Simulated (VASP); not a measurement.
Tl: single point with LDA

Crystal: Tl.

```xyz
1
Lattice="3.0881 0.0000 0.0000 0.0000 3.0881 0.0000 0.0000 0.0000 3.0881" Properties=species:S:1:pos:R:3 pbc="T T T"
Tl    0.0000    0.0000    0.0000
```

| Item | Value |
| --- | --- |
| Program | VASP 6.6.1 |
| Task | single point |
| Functional | LDA |
| Potentials or basis | VASP PAW LDA potentials, release 64 (Tl_d) |
| Cutoff | 520 eV |
| k mesh | 13 × 13 × 13 |
| Occupations | fermi-dirac, width 0.05 eV |
| Spin | no spin polarisation |
| Dipole correction | no |
| Further INCAR settings | ALGO = Normal; EDIFF = 1e-06; NBANDS = 12 |

| Quantity | Value |
| --- | --- |
| Pressure | 0.1 GPa |

Levels at points of the mesh, in eV from the Fermi level:
```
           k point  band 4  band 5  band 6  band 7  band 8  band 9
(0.00, 0.00, 0.00)  -11.16  -11.16  -10.22    7.10    7.10    7.10
```

Run time: 10 s on 1 thread of AMD EPYC 7R13 Processor (Zen 3) (shared host), peak memory 0.11 GiB.

Caveat: spin-orbit coupling is left out, which moves the levels of the heavy elements.
